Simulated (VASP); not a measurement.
# SiNi2 (Pnma) in VASP: single point with PBE

Aim: the single point of SiNi2 with PBE.

All numbers are computed with VASP 6.6.1; they aren't measurements. Logs are shortened: lines on timing, memory, paths and dates and some standing lists are left out, and cuts for length are marked.

### 1 The cell of the first run

Symmetry: Pnma, No. 62, orthorhombic system. The conventional cell has a = 4.929 Å, b = 3.697 Å, c = 7.002 Å, α = 90.00°, β = 90.00°, γ = 90.00°. Si (site symmetry m) has 10 Ni at 2.29 to 2.68 Å within 3.0 Å. Ni (site symmetry m) has 5 Si at 2.32 to 2.55 Å and 8 Ni at 2.54 to 2.68 Å within 3.1 Å. Ni (site symmetry m) has 5 Si at 2.29 to 2.68 Å and 8 Ni at 2.54 to 2.68 Å within 3.0 Å.

### 2 Single point, PBE

File INCAR:

```
SYSTEM = SiNi2
PREC = Accurate
ENCUT = 520
EDIFF = 1E-6
ISMEAR = 0
SIGMA = 0.1
LREAL = .False.
LASPH = .True.
NELM = 80
ALGO = Fast
ISIF = 2
LWAVE = .False.
LCHARG = .False.
GGA = PE
NBANDS = 60
```

File KPOINTS:

```
regular mesh
0
Gamma
  4 6 4
  0 0 0
```

File POSCAR:

```
SiNi2
1.0
    4.9287376900      0.0000000000      0.0000000000
    0.0000000000      3.6973269200      0.0000000000
    0.0000000000      0.0000000000      7.0020690400
Si Ni
4 8
Direct
    0.2907978600      0.2500000000      0.6133435400
    0.7092021400      0.7500000000      0.3866564600
    0.7907978600      0.2500000000      0.8866564600
    0.2092021400      0.7500000000      0.1133435400
    0.4578796300      0.2500000000      0.2927501300
    0.5421203700      0.7500000000      0.7072498700
    0.9578796300      0.2500000000      0.2072498700
    0.0421203700      0.7500000000      0.7927501300
    0.3288533200      0.2500000000      0.9395478600
    0.6711466800      0.7500000000      0.0604521400
    0.8288533200      0.2500000000      0.5604521400
    0.1711466800      0.7500000000      0.4395478600
```

Potentials or basis: VASP PAW PBE potentials, release 64 (Si, Ni).

The run is started by

```bash
$ cat potpaw_PBE.64/Si/POTCAR potpaw_PBE.64/Ni/POTCAR > POTCAR
$ mpirun -np 1 vasp_std > vasp.out
```

OUTCAR:

```text
SYSTEM = SiNi2
   PREC = Accurate
   ENCUT = 520
   EDIFF = 1E-6
   ISMEAR = 0
   LREAL = .False.
   LASPH = .True.
   NELM = 80
   ISIF = 2
   GGA = PE

 ion  position               nearest neighbor table
   1  0.291  0.250  0.613-  12 2.29  12 2.29   9 2.29  11 2.31   6 2.32   6 2.32   5 2.39   8 2.55
                             8 2.55  11 2.68   3 3.12   3 3.12
   2  0.709  0.750  0.387-  11 2.29  11 2.29  10 2.29  12 2.31   5 2.32   5 2.32   6 2.39   7 2.55
                             7 2.55  12 2.68   4 3.12   4 3.12
   3  0.791  0.250  0.887-  10 2.29  10 2.29  11 2.29   9 2.31   8 2.32   8 2.32   7 2.39   6 2.55
                             6 2.55   9 2.68   1 3.12   1 3.12
   4  0.209  0.750  0.113-   9 2.29   9 2.29  12 2.29  10 2.31   7 2.32   7 2.32   8 2.39   5 2.55
                             5 2.55  10 2.68   2 3.12   2 3.12
   5  0.458  0.250  0.293-   2 2.32   2 2.32   1 2.39   7 2.54   7 2.54  12 2.54  12 2.54   4 2.55
                             4 2.55   9 2.55  11 2.62  10 2.68  10 2.68
   6  0.542  0.750  0.707-   1 2.32   1 2.32   2 2.39   8 2.54   8 2.54  11 2.54  11 2.54   3 2.55
                             3 2.55  10 2.55  12 2.62   9 2.68   9 2.68
   7  0.958  0.250  0.207-   4 2.32   4 2.32   3 2.39   5 2.54   5 2.54  10 2.54  10 2.54   2 2.55
                             2 2.55  11 2.55   9 2.62  12 2.68  12 2.68
   8  0.042  0.750  0.793-   3 2.32   3 2.32   4 2.39   6 2.54   6 2.54   9 2.54   9 2.54   1 2.55
                             1 2.55  12 2.55  10 2.62  11 2.68  11 2.68
   9  0.329  0.250  0.940-   4 2.29   4 2.29   1 2.29   3 2.31   8 2.54   8 2.54   5 2.55   7 2.62
                            10 2.64  10 2.64   6 2.68   6 2.68   3 2.68
  10  0.671  0.750  0.060-   3 2.29   3 2.29   2 2.29   4 2.31   7 2.54   7 2.54   6 2.55   8 2.62
                             9 2.64   9 2.64   5 2.68   5 2.68   4 2.68
  11  0.829  0.250  0.560-   2 2.29   2 2.29   3 2.29   1 2.31   6 2.54   6 2.54   7 2.55   5 2.62
                            12 2.64  12 2.64   8 2.68   8 2.68   1 2.68
  12  0.171  0.750  0.440-   1 2.29   1 2.29   4 2.29   2 2.31   5 2.54   5 2.54   8 2.55   6 2.62
                            11 2.64  11 2.64   7 2.68   7 2.68   2 2.68

  LATTYP: Found a simple orthorhombic cell.
 ALAT       =     3.6973269200
 B/A-ratio  =     1.3330543381
 C/A-ratio  =     1.8938192893

  Lattice vectors:

 A1 = (   0.0000000000,  -3.6973269200,   0.0000000000)
 A2 = (   4.9287376900,   0.0000000000,   0.0000000000)
 A3 = (   0.0000000000,   0.0000000000,   7.0020690400)

Analysis of symmetry for initial positions (statically):
=====================================================================
 Subroutine PRICEL returns:
 Original cell was already a primitive cell.

 Routine SETGRP: Setting up the symmetry group for a
 simple orthorhombic supercell.

[... 159 lines left out ...]
     AMIX     =   0.40;   BMIX     =  1.00
     AMIX_MAG =   1.60;   BMIX_MAG =  1.00
  volume/ion in A,a.u.               =      10.63        71.76
  Fermi-wavevector in a.u.,A,eV,Ry     =   1.488956  2.813719 30.163988  2.216991
  Thomas-Fermi vector in A             =   2.601926
   LORBIT       =      0    0 simple, 1 ext, 2 COOP (PROOUT), +10 PAW based schemes
   GGA     = PE    functional components
   LHFCALC =     F    Hartree Fock is set to
   AEXX    =    0.0000 exact exchange contribution
   IVDW    =     0    specifies the selected vdW correction
   LEPSILON=     F    determine dielectric tensor
   LRPA    =     F    only Hartree local field effects (RPA)
 non-spin polarized calculation
 RMM-DIIS sequential band-by-band and
 Gauss-broadening in eV      SIGMA  =   0.10
  energy-cutoff  :      520.00
  volume of cell :      127.60
 maximum number of plane-waves:      3456
 NGX is ok and might be reduce to    40
   NGX = 19   NGY = 13   NGZ = 27

 number of electron      95.9999930 magnetization

 Free energy of the ion-electron system (eV)
  ---------------------------------------------------
  ext. energy  EPLUGINS =         0.00000000
  ---------------------------------------------------
  free energy    TOTEN  =       -72.01025456 eV

  energy without entropy =      -71.98400478  energy(sigma->0) =      -71.99712967

 E-fermi :  11.5771     XC(G=0): -13.0714

 val. band max:       11.5751075491   @ k =   0.5000   0.5000   0.0000
 cond. band min:      11.6007958245   @ k =   0.0000   0.1667   0.2500
 fundamental gap:      0.0256882754
 Fermi energy:        11.5771192162

 k-point     1 :       0.0000    0.0000    0.0000
  band No.  band energies     occupation
      1      -1.3283      2.00000
      2       1.2798      2.00000
      3       1.3741      2.00000
      4       3.2908      2.00000
      5       4.7966      2.00000
      6       5.2579      2.00000
[... 1501 lines left out ...]
     59      17.1150      0.00000
     60      17.1151      0.00000

 [... further k-points ...]

------------------------ aborting loop because EDIFF is reached ----------------------------------------

  FORCE on cell =-STRESS in cart. coord.  units (eV):
  Direction    XX          YY          ZZ          XY          YZ          ZX
  --------------------------------------------------------------------------------------
  -------------------------------------------------------------------------------------
  Total        5.6897283      6.8782078      6.2536645      0.0000000      0.0000000      0.0000000
  in kB       71.4417628     86.3646316     78.5226980      0.0000000      0.0000000      0.0000000
  external PRESSURE =      78.7763641 kB  Pullay stress =       0.0000000 kB

 VOLUME and BASIS-vectors are now :
 -----------------------------------------------------------------------------
  energy-cutoff  :      520.00
  volume of cell :      127.60
      direct lattice vectors                 reciprocal lattice vectors
     4.928737690  0.000000000  0.000000000     0.202891706  0.000000000  0.000000000
     0.000000000  3.697326920  0.000000000     0.000000000  0.270465669  0.000000000
     0.000000000  0.000000000  7.002069040     0.000000000  0.000000000  0.142814930

 POSITION                                       TOTAL-FORCE (eV/Angst)
 -----------------------------------------------------------------------------------
      1.43327      0.92433      4.29467         0.022902     -0.000000     -0.004231
      3.49547      2.77300      2.70740        -0.022902      0.000000      0.004231
      3.89764      0.92433      6.20843         0.022902      0.000000      0.004231
      1.03110      2.77300      0.79364        -0.022902     -0.000000     -0.004231
      2.25677      0.92433      2.04986         0.013793     -0.000000     -0.004154
      2.67197      2.77300      4.95221        -0.013793     -0.000000      0.004154
      4.72114      0.92433      1.45118         0.013793      0.000000      0.004154
      0.20760      2.77300      5.55089        -0.013793     -0.000000     -0.004154
      1.62083      0.92433      6.57878        -0.020285     -0.000000     -0.019368
      3.30791      2.77300      0.42329         0.020285      0.000000      0.019368
      4.08520      0.92433      3.92432        -0.020285     -0.000000      0.019368
      0.84354      2.77300      3.07774         0.020285     -0.000000     -0.019368
 -----------------------------------------------------------------------------------
    total drift:                               -0.000000      0.000000      0.000000

  FREE ENERGIE OF THE ION-ELECTRON SYSTEM (eV)
  ---------------------------------------------------
  free  energy   TOTEN  =       -72.0102545571 eV

  energy  without entropy=      -71.9840047762  energy(sigma->0) =      -71.99712967
```

stdout:

```text
POSCAR found type information on POSCAR SiNi
 POSCAR found :  2 types and      12 ions
 scaLAPACK will be used
 LDA part: xc-table for (Slater+PW92), standard interpolation
 POSCAR, INCAR and KPOINTS ok, starting setup
 FFT: planning ... GRIDC
 FFT: planning ... GRID_SOFT
 FFT: planning ... GRID
 WAVECAR not read
 entering main loop
```

Wall time 5 min (1 thread of AMD EPYC 7R43 (Zen 3), shared host); peak memory 0.32 GiB.

Results:

* Free energy: -72.0103 eV
* Pressure: 7.9 GPa
* Largest force: 0.028 eV/Å
* Band gap on the k mesh: zero (bands 48 and 49 overlap by 1.61 eV)

Forces in eV/Å, atoms in the order of the input:
```
Si   0.023  0.000 -0.004
Si  -0.023  0.000  0.004
Si   0.023  0.000  0.004
Si  -0.023  0.000 -0.004
Ni   0.014  0.000 -0.004
Ni  -0.014  0.000  0.004
Ni   0.014  0.000  0.004
Ni  -0.014  0.000 -0.004
Ni  -0.020  0.000 -0.019
Ni   0.020  0.000  0.019
Ni  -0.020  0.000  0.019
Ni   0.020  0.000 -0.019
```

Caveat: the cell stands under pressure. Spin polarisation is off, so any magnetic state and its effect on volume and gap are missing.

The gap in the log of VASP goes by the Fermi energy; the results here count the filled bands.